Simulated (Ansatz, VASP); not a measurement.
**One calculation of Al12H, two programs**

File INCAR:

```
  ALGO = Normal
  DIPOL = 0.5 0.5 0.307
  EDIFF = 1E-6
  ENCUT = 520
  GGA = PE
  IDIPOL = 3
  ISIF = 2
  ISMEAR = 0
  IVDW = 12
  LASPH = True
  LCHARG = True
  LDIPOL = True
  LELF = True
  LREAL = False
  LVACPOTAV = True
  LVHAR = True
  LWAVE = False
  NBANDS = 30
  NELM = 60
  PREC = Accurate
  SIGMA = 0.1
```

Contents of KPOINTS:

```
k-points
0
Gamma
  6 6 1
```

POSCAR

```
Al12H
1.0
    5.6314608543      0.0000000000      0.0000000000
   -2.8157304272      4.8769881603      0.0000000000
    0.0000000000      0.0000000000     21.6684292099
Al H
12 1
Direct
    0.3333333333      0.1666666667      0.1846003677
    0.3333333333      0.6666666667      0.1846003677
    0.8333333333      0.1666666667      0.1846003677
    0.8333333333      0.6666666667      0.1846003677
    0.1666666667      0.3333333333      0.2900502825
    0.1666666667      0.8333333333      0.2900502825
    0.6666666667      0.3333333333      0.2900502825
    0.6666666667      0.8333333333      0.2900502825
    0.0000000000      0.0000000000      0.3954337957
    0.0000000000      0.5000000000      0.3954337957
    0.5000000000      0.0000000000      0.3954337957
    0.5000000000      0.5000000000      0.3954337957
    0.0833333333      0.3333333333      0.5108090255
```

Input for Ansatz:

```yaml
crystal:
  lattice:
    - [5.6314608543, 0.0, 0.0]
    - [-2.8157304272, 4.8769881603, 0.0]
    - [0.0, 0.0, 21.6684292099]
  atoms:
    - { symbol: Al, position: [0.3333333333, 0.1666666667, 0.1846003677] }
    - { symbol: Al, position: [0.3333333333, 0.6666666667, 0.1846003677] }
    - { symbol: Al, position: [0.8333333333, 0.1666666667, 0.1846003677] }
    - { symbol: Al, position: [0.8333333333, 0.6666666667, 0.1846003677] }
    - { symbol: Al, position: [0.1666666667, 0.3333333333, 0.2900502825] }
    - { symbol: Al, position: [0.1666666667, 0.8333333333, 0.2900502825] }
    - { symbol: Al, position: [0.6666666667, 0.3333333333, 0.2900502825] }
    - { symbol: Al, position: [0.6666666667, 0.8333333333, 0.2900502825] }
    - { symbol: Al, position: [0.0, 0.0, 0.3954337957] }
    - { symbol: Al, position: [0.0, 0.5, 0.3954337957] }
    - { symbol: Al, position: [0.5, 0.0, 0.3954337957] }
    - { symbol: Al, position: [0.5, 0.5, 0.3954337957] }
    - { symbol: H, position: [0.0833333333, 0.3333333333, 0.5108090255] }
basis:
  ecutwfc: 420
kpoints:
  mp_grid: { grid: [6, 6, 1] }
hamiltonian:
  xc: pbe
  pseudopotentials: { kind: paw, azcp: { folder: soft_1 } }
  dispersion: d3bj
scf:
  occupations: { method: gaussian, width: 0.1 }
output:
  forces: true
  eigenvalues: true
efield:
  axis: 3
  dipole_correction: true
  ramp_width: 0.04
```

Alike in both runs: task single point; functional PBE; dispersion D3(BJ); k mesh 6 × 6 × 1; occupations gaussian, width 0.1 eV; no spin polarisation.

```csv
,VASP,Ansatz
version,VASP 6.6.1,Ansatz 0.2.0
potentials or method,"VASP PAW PBE potentials, release 64 (Al, H), cutoff 520 eV","scalar-relativistic, plane waves, PAW"
valence electrons in the cell,37,37
```

```csv
,VASP,Ansatz,Ansatz less VASP
gap on the k mesh at the Fermi level (eV),none,none,-
rms of the force components (eV/Å),0.280,0.280,0.0000
"work function, face that differs most (eV)",3.95,3.95,-0.002
```

Atom by atom the forces differ by 0.000 eV/Å (rms over components). A gap of «none» marks a metal or a gap that the smearing closes.
